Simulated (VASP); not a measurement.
## Se: relaxation of cell and atoms with LDA

Crystal: Se.

```
Se
1.0
     2.39127    0.00000    0.00000
    -0.70803    2.28405    0.00000
    -0.70803   -0.96074    2.07216
Se
1
Cartesian
  0.0000 0.0000 0.0000
```

- Program: VASP 6.6.1
- Task: relaxation of cell and atoms
- Functional: LDA
- Potentials or basis: VASP PAW LDA potentials, release 64 (Se)
- Cutoff: 600 eV
- k mesh: 19 × 19 × 19
- Occupations: fermi-dirac, width 0.05 eV
- Spin: no spin polarisation
- Target pressure: 40 GPa
- Dipole correction: no
- Further INCAR settings: ALGO = Normal; EDIFF = 1e-06; IBRION = 2; EDIFFG = -0.02; NSW = 80; ISIF = 3

```json
{
  "Relaxed volume": "15.18 Å³/atom",
  "Relaxed cell": "a = 2.564 Å, b = 2.564 Å, c = 2.564 Å, α = 103.48°, β = 103.48°, γ = 103.48°",
  "Space group after relaxing (to 0.1 Å)": "R-3m (No. 166)",
  "Energy change on relaxing (the run minimises the enthalpy)": "-2002.1 meV/atom",
  "Ionic steps": "13",
  "Pressure after relaxing": "40.1 GPa",
  "Band gap on the k mesh": "zero (bands 3 and 4 overlap by 9.42 eV)"
}
```

Stress tensor (GPa, compression positive):
```
40.15 -0.07 -0.11
-0.07 40.11 -0.15
-0.11 -0.15 39.97
```

The path:
```csv
step,energy change (eV),largest force (eV/Å),pressure (GPa),volume (Å³)
1,0.0000,0.0000,148.96,11.32
2,-1.5726,0.0000,-14.23,29.19
3,-2.0577,0.0000,24.07,15.94
4,-1.8972,0.0000,35.88,15.07
5,-1.8347,0.0000,40.14,14.81
6,-1.8535,0.0000,38.88,14.88
7,-1.8728,0.0000,39.00,14.91
8,-1.9321,0.0000,40.63,14.96
9,-1.8883,0.0000,50.02,14.90
10,-1.9461,0.0000,43.44,14.96
11,-2.0464,0.0000,38.17,15.37
12,-1.9941,0.0000,40.94,15.15
13,-2.0021,0.0000,40.08,15.18
```

Final structure:
```cif
data_structure
_symmetry_space_group_name_H-M 'P 1'
_symmetry_Int_Tables_number 1
_cell_length_a 2.5637
_cell_length_b 2.5637
_cell_length_c 2.5637
_cell_angle_alpha 103.482
_cell_angle_beta 103.482
_cell_angle_gamma 103.482
_cell_volume 15.18
loop_
_atom_site_label
_atom_site_type_symbol
_atom_site_fract_x
_atom_site_fract_y
_atom_site_fract_z
_atom_site_occupancy
Se1 Se 0.00000 0.00000 0.00000 1
```

Levels at points of the mesh, in eV from the Fermi level:
```
           k point  band 1  band 2  band 3  band 4  band 5  band 6  band 7
(0.00, 0.00, 0.00)  -19.52    2.42    4.60    4.60    9.87    9.87   12.12
```

Wall time 6.3 min on 1 thread of Oxide Virtual Turin-like Processor (shared host), peak memory 0.15 GiB.

Caveat: the cell is relaxed towards a set pressure, so the run minimises the enthalpy, not the energy; the volume moved by over 15 % at a fixed basis, so the end points are rough.
